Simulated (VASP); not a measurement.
# Ni3O: single point with PBE

Crystal: Ni3O.

```
CELL_PARAMETERS angstrom
-2.29377 2.29377 2.29377
2.29377 -2.29377 2.29377
2.29377 2.29377 -2.29377
ATOMIC_POSITIONS crystal
Ni 0.00000 0.50000 0.50000
Ni 0.50000 0.00000 0.50000
Ni 0.50000 0.50000 0.00000
O 0.00000 0.00000 0.00000
```

```json
{"Program": "VASP 6.6.1", "Task": "single point", "Functional": "PBE", "Potentials or basis": "VASP PAW PBE potentials, release 64 (Ni, O)", "Cutoff": "520 eV", "k mesh": "6 × 6 × 6", "Occupations": "gaussian, width 0.1 eV", "Spin": "collinear spin, ferromagnetic start", "Starting moments": "[2.0, 2.0, 2.0, 0.0] μB", "Dipole correction": "no", "Further INCAR settings": "ALGO = Normal; EDIFF = 1e-06; NBANDS = 30"}
```

The pressure is -7.5 GPa, the net moment is 2.18 μB per cell and the site moments are Ni +0.71; O +0.05 μB. The valence electrons inside the program's atomic spheres are Ni 9.12; O 4.79.

Levels at points of the mesh, in eV from the Fermi level:
Spin up:
```csv
k point,band 16,band 17,band 18,band 19,band 20,band 21,band 22,band 23
"(0.00, 0.00, 0.00)",-1.08,-0.59,-0.59,-0.59,0.43,5.65,5.65,5.65
"(0.50, 0.00, 0.00)",-1.07,-0.74,-0.72,-0.57,0.16,2.07,4.17,6.98
"(0.50, 0.50, 0.50)",-0.99,-0.57,-0.57,-0.57,2.99,2.99,3.24,3.24
```
Spin down:
```
           k point  band 15  band 16  band 17  band 18  band 19  band 20
(0.00, 0.00, 0.00)    -0.04    -0.04     0.15     0.15     0.15     1.23
(0.50, 0.00, 0.00)    -0.68    -0.47    -0.08    -0.02     0.05     1.10
(0.50, 0.50, 0.50)     0.04     0.04     0.16     0.16     0.16     3.23
```

Wall time 28 s on 1 thread of Intel(R) Xeon(R) 6975P-C (Granite Rapids), with other jobs on the host, peak memory 0.2 GiB.

With open d or f shells a metallic result of PBE can be an artefact of self-interaction; +U or a hybrid may open a gap.
